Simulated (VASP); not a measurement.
Set up this calculation in VASP 6.6.1, as the native input.

```yaml
Task: single point
Functional: PBE
Potentials_or_basis: VASP PAW PBE potentials, release 64 (In_d, S)
Cutoff: 500 eV
k_mesh: 4 × 4 × 4
Occupations: gaussian, width 0.15 eV
Spin: no spin polarisation
Dipole_correction: no
Further_INCAR_settings: ALGO = Normal; EDIFF = 1e-06; NBANDS = 23
```

The structure of In2S lies in POSCAR:

```
In2S
1.0
    0.0000000000      3.5400704635      3.5400704635
    3.5400704635      0.0000000000      3.5400704635
    3.5400704635      3.5400704635      0.0000000000
In S
2 1
Direct
    0.7500000000      0.7500000000      0.7500000000
    0.5000000000      0.5000000000      0.5000000000
    0.0000000000      0.0000000000      0.0000000000
```

The cell was built from a structure type or drawn by symmetry, and may not be a known phase.

These files were run (other wordings do the same):

INCAR

```
SYSTEM = In2S
PREC = Accurate
ENCUT = 500
EDIFF = 1E-6
ISMEAR = 0
SIGMA = 0.15
LREAL = .FALSE.
LASPH = .TRUE.
NELM = 120
ALGO = Normal
ISIF = 2
LWAVE = .FALSE.
LCHARG = .FALSE.
GGA = PE
NBANDS = 23
GGA_COMPAT = .FALSE.
```

KPOINTS

```
Automatic mesh
0
G
  4 4 4
  0 0 0
```

Potentials or basis: VASP PAW PBE potentials, release 64 (In_d, S).

Command:

```bash
$ cat potpaw_PBE.64/In_d/POTCAR potpaw_PBE.64/S/POTCAR > POTCAR
$ mpirun -np 1 vasp_std > vasp.out
```

It gave:

```
Pressure               : -0.1 GPa
Band gap on the k mesh : zero (bands 16 and 17 overlap by 0.60 eV)
```

Caveat: the k points lie up to 0.38 Å⁻¹ apart, too coarse for converged energies and pressures of a metal; spin-orbit coupling is left out, which moves the levels of the heavy elements.

Run time: 22 s on 1 thread of Intel(R) Xeon(R) Platinum 8488C (Sapphire Rapids), with other jobs on the host, peak memory 0.23 GiB.
